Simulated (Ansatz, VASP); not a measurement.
## Pt3C2 in VASP and in Ansatz

```
Pt C
1.0
     5.49163    0.00000    0.00000
    -2.74581    4.75589    0.00000
     0.00000    0.00000    2.60981
Pt C
3 2
Direct
  0.50000 0.00000 0.50000
  0.00000 0.50000 0.50000
  0.50000 0.50000 0.50000
  0.00000 0.00000 0.00000
  0.00000 0.00000 0.50000
```

Alike in both runs: functional PBE; k mesh 6 × 6 × 4; occupations gaussian, width 0.1 eV; no spin polarisation.

Ansatz relaxed the structure, and its values are those at the end. VASP's run is a single point on that final structure, the one shown.

|  | VASP | Ansatz |
| --- | --- | --- |
| version | VASP 6.6.1 | Ansatz 0.2.0 |
| potentials or method | VASP PAW PBE potentials, release 64 (Pt, C), cutoff 520 eV | scalar-relativistic, plane waves, PAW |
| valence electrons in the cell | 38 | 62 |

VASP gave:

- gap on the k mesh at the Fermi level (eV): none
- pressure (GPa): -0.3

Problem. What did Ansatz give for the same quantities?

Solution. gap on the k mesh at the Fermi level (eV): none; pressure (GPa): 0.0.

A gap of «none» marks a metal or a gap that the smearing closes. VASP's potentials hold 38 valence electrons a cell and Ansatz's 62, so a difference there can come from the potentials and not from the codes.

The k mesh is coarse, so the values compare programs but aren't converged. Spin-orbit coupling is off throughout.
